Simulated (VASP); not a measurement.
Here is a VASP 6.6.1 calculation.

Contents of POSCAR:

```
BN
1.0
    2.5043571486      0.0000000000      0.0000000000
   -1.2521785743      2.1688369108      0.0000000000
    0.0000000000      0.0000000000      7.0228766835
B N
2 2
Direct
    0.3333333333      0.6666666667      0.2500000000
    0.6666666667      0.3333333333      0.7500000000
    0.6666666667      0.3333333333      0.2500000000
    0.3333333333      0.6666666667      0.7500000000
```

File INCAR.step1:

```
  PREC = Accurate
  ENCUT = 600
  ISMEAR = -1
  SIGMA = 0.03
  LREAL = F
  LASPH = T
  NELM = 100
  GGA = PE
  ALGO = Normal
  EDIFF = 1E-4
  LWAVE = T
  LCHARG = F
```

File INCAR.step2:

```
  PREC = Accurate
  ENCUT = 600
  EDIFF = 1E-6
  ISMEAR = -1
  SIGMA = 0.03
  LREAL = F
  LASPH = T
  NELM = 100
  ALGO = Normal
  ISIF = 3
  LWAVE = F
  LCHARG = F
  METAGGA = R2SCAN
  LMIXTAU = T
  LUSE_VDW = T
  IVDW_NL = 2
  BPARAM = 11.95
  CPARAM = 0.0093
  IBRION = 2
  NSW = 100
  EDIFFG = -0.01
  ISTART = 1
```

The input KPOINTS:

```
Automatic mesh
0
Gamma
  12 12 4
```

Potentials or basis: VASP PAW PBE potentials, release 64 (B, N).

The run is started by

```console
$ cat potpaw_PBE.64/B/POTCAR potpaw_PBE.64/N/POTCAR > POTCAR
$ cp INCAR.step1 INCAR
$ mpirun -np 1 vasp_std > vasp.out
$ cp INCAR.step2 INCAR
$ mpirun -np 1 vasp_std > vasp.out
```

Q: What does it give for the relaxed volume?

A: 8.79 Å³/atom.

Q: What does it give for the band gap on the k mesh?

A: 4.79 eV, indirect (least direct gap 5.19 eV).

Final structure:
```yaml
crystal:
  lattice:
    - [2.50230, 0.00000, 0.00000]
    - [-1.25115, 2.16706, 0.00000]
    - [0.00000, 0.00000, 6.48600]
  atoms:
    - { symbol: B, position: [0.33333, 0.66667, 0.25000] }
    - { symbol: B, position: [0.66667, 0.33333, 0.75000] }
    - { symbol: N, position: [0.66667, 0.33333, 0.25000] }
    - { symbol: N, position: [0.33333, 0.66667, 0.75000] }
```

Caveat: the PAW data sets were made with another functional, which shifts forces and pressure a little. A k mesh can miss the band edges.
